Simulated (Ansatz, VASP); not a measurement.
# One calculation of Ge, two programs

The input INCAR:

```
SYSTEM = Ge
PREC     = Accurate       ! precision mode
ENCUT    = 520            ! plane-wave cutoff, eV
EDIFF    = 1E-7           ! SCF threshold, eV
ISMEAR   = 0              ! smearing method
SIGMA    = 0.15           ! smearing width, eV
LREAL    = .False.        ! projectors in reciprocal space
LASPH    = .True.         ! aspherical terms in the spheres
NELM     = 100            ! most SCF steps
ALGO     = Normal         ! electronic algorithm
ISIF     = 2              ! what is computed and relaxed
LWAVE    = .False.        ! write WAVECAR
LCHARG   = .False.        ! write CHGCAR
GGA      = PS             ! functional
NBANDS   = 13             ! bands
```

KPOINTS

```
regular mesh
0
Gamma
  20 20 18
  0 0 0
```

The input POSCAR:

```
Ge
1.0
    1.3971490000     -2.6265211600      0.0000000000
    1.3971490000      2.6265211600      0.0000000000
    0.0000000000      0.0000000000      2.6982310000
Ge
1
Direct
    0.5000000000      0.5000000000      0.0000000000
```

Input for Ansatz:

```yaml
crystal:
  lattice:
    - [1.397149, -2.62652116, 0.0]
    - [1.397149, 2.62652116, 0.0]
    - [0.0, 0.0, 2.698231]
  atoms:
    - { symbol: Ge, position: [0.5, 0.5, 0.0] }
basis:
  ecutwfc: 420
kpoints:
  mp_grid: { grid: [20, 20, 18] }
hamiltonian:
  xc: pbesol
scf:
  occupations: { method: gaussian, width: 0.15 }
output:
  forces: true
  stress: true
  eigenvalues: true
```

Change from the starting cell: strain +0.0100 x Voigt [0, 1, 0, 0, 0, 0], atoms carried along.

Alike in both runs: task single point; functional PBEsol; k mesh 20 × 20 × 18; occupations gaussian, width 0.15 eV; no spin polarisation.

|  | VASP | Ansatz |
| --- | --- | --- |
| version | VASP 6.6.1 | Ansatz 0.2.0 |
| potentials or method | VASP PAW PBE potentials, release 64 (Ge_d), cutoff 520 eV | scalar-relativistic, plane waves, PAW |
| valence electrons in the cell | 14 | 14 |

Ansatz gave:

| Property | Result |
| --- | --- |
| gap on the k mesh at the Fermi level (eV) | none |
| pressure (GPa) | -4.6 |
| traceless stress, the component that is largest in VASP (GPa) | -1.21 |

Q: Estimate VASP's values.

A: gap on the k mesh at the Fermi level (eV): none; pressure (GPa): -4.7; traceless stress, the component that is largest in VASP (GPa): -1.20.

VASP's potentials were made for PBE, not for PBEsol. A gap of «none» marks a metal or a gap that the smearing closes.
